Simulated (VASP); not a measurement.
CuO: single point with PBE

CuO:

```xyz
4
Lattice="0.0000 -2.1166 -2.1377 -2.1166 0.0000 -2.1377 2.1166 2.1166 -4.2755" Properties=species:S:1:pos:R:3 pbc="T T T"
Cu   -0.0008   -0.0009   -4.2747
Cu   -0.0008    2.1157   -6.4124
O     0.0008    0.0009   -6.4140
O     0.0008    0.0009   -2.1385
```

```yaml
Program: VASP 6.6.1
Task: single point
Functional: PBE
Potentials_or_basis: VASP PAW PBE potentials, release 64 (Cu, O)
Cutoff: 520 eV
k_mesh: 9 × 9 × 5
Occupations: fermi-dirac, width 0.05 eV
Spin: no spin polarisation
Dipole_correction: no
Further_INCAR_settings: ALGO = Normal; EDIFF = 1e-06; NBANDS = 25
```

- Pressure: -0.1 GPa
- Largest force: 0.016 eV/Å
- Band gap on the k mesh: zero (band 17 reaches 6.77 eV, above the bottom of band 18 at 5.75 eV)

Forces on the atoms (eV/Å):
```
Cu   0.010  0.010 -0.008
Cu   0.010  0.010 -0.008
O   -0.010 -0.010  0.008
O   -0.010 -0.010  0.008
```

Stress tensor (GPa, compression positive):
```
-0.03 -0.10  0.06
-0.10 -0.03  0.06
 0.06  0.06 -0.15
```

Levels at points of the mesh, in eV from the Fermi level:
| k point | band 13 | band 14 | band 15 | band 16 | band 17 | band 18 | band 19 | band 20 | band 21 | band 22 |
| --- | --- | --- | --- | --- | --- | --- | --- | --- | --- | --- |
| (0.00, 0.00, 0.00) | -2.20 | -1.85 | -1.85 | -1.42 | 0.67 | 0.72 | 1.36 | 5.70 | 9.50 | 13.59 |

It took 2.4 min on 1 thread of Intel(R) Xeon(R) Platinum 8259CL CPU @ 2.50GHz (Skylake/Cascade Lake), with other jobs on the host, peak memory 0.28 GiB.

Caveat: semilocal functionals often make such compounds metallic where correlation or magnetic order opens a gap, which also shifts bond lengths. With open d or f shells a metallic result of PBE can be an artefact of self-interaction; +U or a hybrid may open a gap.
